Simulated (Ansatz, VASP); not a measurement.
# GaP: VASP beside Ansatz

```
Ga P
1.0
     1.94228    1.12138    6.43505
    -1.94228    1.12138    6.43505
     0.00000   -2.24275    6.43505
Ga P
2 2
Direct
  0.43558 0.43558 0.43558
  0.56442 0.56442 0.56442
  0.05751 0.05751 0.05751
  0.94249 0.94249 0.94249
```

Alike in both runs: functional PBE; k mesh 12 × 12 × 12; occupations gaussian, width 0.02 eV; no spin polarisation.

Ansatz relaxed the structure, and its values are those at the end. VASP's run is a single point on that final structure, the one shown.

|  | VASP | Ansatz |
| --- | --- | --- |
| version | VASP 6.6.1 | Ansatz 0.2.0 |
| potentials or method | VASP PAW PBE potentials, release 64 (Ga_d, P), cutoff 520 eV | scalar-relativistic, plane waves, PAW |
| valence electrons in the cell | 36 | 36 |

```csv
,VASP,Ansatz,Ansatz less VASP
gap on the k mesh at the Fermi level (eV),0.81,0.80,-0.007
least direct gap on the mesh (eV),1.13,1.14,+0.006
pressure (GPa),0.0,0.0,+0.03
rms of the force components (eV/Å),0.016,0.001,-0.0150
```

With one functional, cell and mesh, what is left measures potentials, basis and numerics.
